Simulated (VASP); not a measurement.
Sn4Ge3:

```
CELL_PARAMETERS angstrom
5.72663 0.00000 0.00000
-2.86332 4.95941 0.00000
0.00000 0.00000 6.07171
ATOMIC_POSITIONS crystal
Sn 0.00000 0.00000 0.24942
Sn 0.00000 0.00000 0.75058
Sn 0.33333 0.66667 0.50000
Sn 0.66667 0.33333 0.50000
Ge 0.00000 0.50000 0.00000
Ge 0.50000 0.00000 0.00000
Ge 0.50000 0.50000 0.00000
```

```yaml
Program: VASP 6.6.1
Task: relaxation of cell and atoms
Functional: PBE
Potentials_or_basis: VASP PAW PBE potentials, release 64 (Sn_d, Ge_d)
Cutoff: 500 eV
k_mesh: 6 × 6 × 6
Occupations: gaussian, width 0.1 eV
Spin: no spin polarisation
```

At the start: pressure 0.0 GPa; volume 24.63 Å³/atom.

Q: Where does the relaxation end?

A: Over 9 steps the energy falls by 3.1 meV/atom and the volume is 24.65 Å³/atom (+0.1 %); space group P6/mmm (No. 191, to 0.05 Å).

Step by step:
```
step  energy change (eV)  largest force (eV/Å)  pressure (GPa)  volume (Å³)
   1              0.0000                0.1826            0.03       172.44
   2             -0.0093                0.0707           -0.05       172.57
   3             -0.0170                0.2288           -0.17       172.85
   4             -0.0178                0.1230           -0.13       172.77
   5             -0.0180                0.1492           -0.14       172.79
   6             -0.0207                0.1150            0.11       172.13
   7             -0.0207                0.1168            0.09       172.16
   8             -0.0219                0.0178           -0.01       172.51
   9             -0.0219                0.0026           -0.01       172.57
```

Final structure:
```yaml
crystal:
  lattice:
    - [5.79103, 0.00000, 0.00000]
    - [-2.89551, 5.01518, 0.00000]
    - [0.00000, 0.00000, 5.94190]
  atoms:
    - { symbol: Sn, position: [0.00000, 0.00000, 0.25099] }
    - { symbol: Sn, position: [0.00000, 0.00000, 0.74901] }
    - { symbol: Sn, position: [0.33333, 0.66667, 0.50000] }
    - { symbol: Sn, position: [0.66667, 0.33333, 0.50000] }
    - { symbol: Ge, position: [0.00000, 0.50000, 0.00000] }
    - { symbol: Ge, position: [0.50000, 0.00000, 0.00000] }
    - { symbol: Ge, position: [0.50000, 0.50000, 0.00000] }
```
